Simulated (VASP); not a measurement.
Set up this calculation in VASP 6.6.1, as the native input.

* Task: single point
* Functional: PBE
* Dispersion: D3(BJ)
* Potentials or basis: VASP PAW PBE potentials, release 64 (H, C, F)
* Cutoff: 520 eV
* k mesh: 2 × 2 × 1
* Occupations: fermi-dirac, width 0.05 eV
* Spin: no spin polarisation
* Dipole correction: no
* Further INCAR settings: LREAL = Auto; ALGO = Normal; EDIFF = 1e-06; NBANDS = 55

The structure of H5C16F lies in POSCAR:

```
H5C16F
1.0
    5.0487420000      0.0000000000      0.0000000000
    2.5243710000      4.3723390000      0.0000000000
    0.0000000000      0.0000000000     18.6764260000
H C F
5 16 1
Direct
    0.1666721879      0.1666613682      0.0535434349
    0.6666779319      0.1666613682      0.0535434349
    0.1666715721      0.6666683439      0.0535434349
    0.6666575092      0.6666683439      0.0535434349
    0.7132733122      0.5157193896      0.4032677344
    0.1666721879      0.1666613682      0.1124412133
    0.6666779319      0.1666613682      0.1124412133
    0.1666715721      0.6666683439      0.1124412133
    0.6666575092      0.6666683439      0.1124412133
   -0.1666613682      0.3333227364      0.1400321453
    0.3333443758      0.3333227364      0.1400321453
   -0.1666619840      0.8333297121      0.1400321453
    0.3333437600      0.8333297121      0.1400321453
   -0.1654653441      0.3312872126      0.2386377351
    0.3587967751      0.3216356280      0.2580525846
   -0.1546129141      0.8282065961      0.2196351700
    0.3356852421      0.8341530700      0.2272811725
    0.0264089650     -0.0006861316      0.2471243695
    0.4967723341      0.0070214135      0.2441259372
    0.0286648444      0.4786454115      0.2317199233
    0.5228711030      0.5071198734      0.2758290050
    1.8687096529      0.5466181831      0.3833709940
```

The input as run:

INCAR

```
PREC = Accurate
ENCUT = 520
EDIFF = 1E-6
ISMEAR = -1
SIGMA = 0.05
LREAL = Auto
LASPH = True
NELM = 100
ALGO = Normal
ISIF = 2
LWAVE = False
LCHARG = False
GGA = PE
IVDW = 12
NBANDS = 55
```

KPOINTS

```
Automatic mesh
0
Gamma
  2 2 1
```

Potentials or basis: VASP PAW PBE potentials, release 64 (H, C, F).

Command:

```console
$ cat potpaw_PBE.64/H/POTCAR potpaw_PBE.64/C/POTCAR potpaw_PBE.64/F/POTCAR > POTCAR
$ mpirun -np 1 vasp_std > vasp.out
```

It gave:

```
Largest force              : 4.890 eV/Å
Band gap on the k mesh     : 0.16 eV
Dispersion energy per atom : -0.104 eV
```

Caveat: the k points lie up to 0.72 Å⁻¹ apart; there is no dipole correction, which matters where the two faces differ; semilocal functionals underestimate gaps, and a narrow one can read as zero.

Wall time 6.5 min on 1 thread of Intel(R) Xeon(R) Platinum 8175M CPU @ 2.50GHz (Skylake/Cascade Lake), with other jobs on the host, peak memory 0.49 GiB.
